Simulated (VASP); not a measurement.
Set up this calculation in VASP 6.6.1, as the native input.

| Property | Result |
| --- | --- |
| Task | single point |
| Functional | PBEsol |
| Potentials or basis | VASP PAW PBE potentials, release 64 (Ti_sv) |
| Cutoff | 520 eV |
| k mesh | 12 × 12 × 7 |
| Occupations | fermi-dirac, width 0.05 eV |
| Spin | no spin polarisation |
| Dipole correction | no |
| Further INCAR settings | ALGO = Normal; EDIFF = 1e-07; NBANDS = 19 |

The structure of Ti lies in POSCAR:

```
Ti
1.0
    2.9162152113      0.0000000000      0.0000000000
   -1.4581076057      2.5255164559      0.0000000000
    0.0000000000      0.0000000000      4.7242686424
Ti
2
Direct
    0.2133333333      0.6066666667      0.1600000000
    0.7866666667      0.3933333333      0.8400000000
```

This cell differs from its parent crystal: shortest bond scaled by 0.64.

The input as run:

INCAR

```
PREC = Accurate
ENCUT = 520
EDIFF = 1E-7
ISMEAR = -1
SIGMA = 0.05
LREAL = F
LASPH = T
NELM = 60
ALGO = Normal
ISIF = 2
LWAVE = F
LCHARG = F
GGA = PS
NBANDS = 19
```

KPOINTS

```
Automatic mesh
0
Gamma
  12 12 7
```

Potentials or basis: VASP PAW PBE potentials, release 64 (Ti_sv).

The run is started by

```bash
$ cat potpaw_PBE.64/Ti_sv/POTCAR > POTCAR
$ mpirun -np 1 vasp_std > vasp.out
```

It gave:

- Pressure: 19.9 GPa
- Largest force: 7.202 eV/Å
- Band gap on the k mesh: zero (band 12 reaches 8.18 eV, above the bottom of band 13 at 7.12 eV)

Caveat: the cell differs from its parent crystal (shortest bond scaled by 0.64); the PAW data sets were made with another functional, which shifts forces and pressure a little.

Wall time 100 s on 1 thread of AMD EPYC 9R45 96-Core Processor (Zen 5), with other jobs on the host, peak memory 0.23 GiB.
